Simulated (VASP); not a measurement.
## TePb: single point with PBE

The system is TePb.

```
Te Pb
1.0
     0.00000    3.22700    3.22700
     3.22700    0.00000    3.22700
     3.22700    3.22700    0.00000
Te Pb
1 1
Direct
  0.50697 0.49303 0.50697
  0.00000 0.00000 0.00000
```

This cell differs from its parent crystal: one atom moved.

```json
{"Program": "VASP 6.6.1", "Task": "single point", "Functional": "PBE", "Potentials or basis": "VASP PAW PBE potentials, release 64 (Te, Pb_d)", "Cutoff": "520 eV", "k mesh": "8 × 8 × 8", "Occupations": "gaussian, width 0.02 eV", "Spin": "no spin polarisation", "Dipole correction": "no", "Further INCAR settings": "ALGO = Normal; EDIFF = 1e-06; NBANDS = 17"}
```

```yaml
Pressure: 2.3 GPa
Largest_force: 0.031 eV/Å
Band_gap_on_the_k_mesh: 0.74 eV, direct
```

Forces on the atoms (eV/Å):
```
Te   0.000 -0.031  0.000
Pb   0.000  0.031  0.000
```

Stress tensor (GPa, compression positive):
```
2.25 0.00 0.00
0.00 2.33 0.00
0.00 0.00 2.25
```

Levels at points of the mesh, in eV from the valence-band top:
```
           k point  band 8  band 9  band 10  band 11  band 12  band 13
(0.00, 0.00, 0.00)   -1.36   -1.36    -1.36     4.07     4.07     4.09
(0.50, 0.00, 0.00)   -0.91   -0.90     0.00     0.74     1.27     1.28
(0.50, 0.50, 0.00)   -4.52   -2.82    -2.82     3.27     5.50     5.50
(0.50, 0.00, 0.50)   -4.52   -2.82    -2.82     3.28     5.49     5.49
```

Wall time 25 s on 1 thread of Intel(R) Xeon(R) 6975P-C (Granite Rapids), with other jobs on the host, peak memory 0.24 GiB.

Caveat: the cell differs from its parent crystal (one atom moved); spin-orbit coupling is left out, which moves the levels of the heavy elements. A k mesh can miss the band edges.
